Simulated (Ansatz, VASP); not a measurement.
One calculation of NaCl, two programs

```
Na Cl
1.0
     1.97700   -3.42595    0.00000
     1.97700    3.42595    0.00000
     0.00000    0.00000    6.84296
Na Cl
2 2
Direct
  0.50000 0.50000 0.50000
  0.50000 0.50000 0.00000
  0.83339 0.16661 0.25000
  0.16661 0.83339 0.75000
```

Change from the starting cell: the structure that the rattled cell fell into.

Alike in both runs: functional PBE; k mesh 8 × 8 × 4; occupations gaussian, width 0.02 eV; no spin polarisation.

Ansatz relaxed the structure, and its values are those at the end. VASP's run is a single point on that final structure, the one shown.

```csv
,VASP,Ansatz
version,VASP 6.6.1,Ansatz 0.2.0
potentials or method,"VASP PAW PBE potentials, release 64 (Na_pv, Cl), cutoff 520 eV","scalar-relativistic, plane waves, PAW"
valence electrons in the cell,28,32
```

|  | VASP | Ansatz | Ansatz less VASP |
| --- | --- | --- | --- |
| gap on the k mesh at the Fermi level (eV) | 4.89 | 4.89 | 0.000 |
| least direct gap on the mesh (eV) | 4.89 | 4.89 | 0.000 |
| pressure (GPa) | 0.0 | 0.0 | +0.03 |

With one functional, cell and mesh, what is left measures potentials, basis and numerics. VASP's potentials hold 28 valence electrons a cell and Ansatz's 32, so a difference there can come from the potentials and not from the codes.
